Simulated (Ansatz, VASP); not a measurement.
GeN: VASP beside Ansatz

```
Ge N
1.0
     1.58892    0.91736    2.59460
    -1.58892    0.91736    2.59460
     0.00000   -1.83472    2.59460
Ge N
1 1
Direct
  0.00000 0.00000 0.00000
  0.50000 0.50000 0.50000
```

Change from the starting cell: species swapped into the FeO type (R-3m, No. 166).

Alike in both runs: functional PBE; k mesh 7 × 7 × 7; occupations gaussian, width 0.2 eV; no spin polarisation.

Ansatz relaxed the structure, and its values are those at the end. VASP's run is a single point on that final structure, the one shown.

```csv
,VASP,Ansatz
version,VASP 6.6.1,Ansatz 0.2.0
potentials or method,"VASP PAW PBE potentials, release 64 (Ge_d, N), cutoff 600 eV","scalar-relativistic, plane waves, PAW"
valence electrons in the cell,19,19
```

|  | VASP | Ansatz | Ansatz less VASP |
| --- | --- | --- | --- |
| gap on the k mesh at the Fermi level (eV) | none | none | - |
| pressure (GPa) | -0.4 | -0.3 | +0.12 |

A gap of «none» marks a metal or a gap that the smearing closes. With one functional, cell and mesh, what is left measures potentials, basis and numerics.
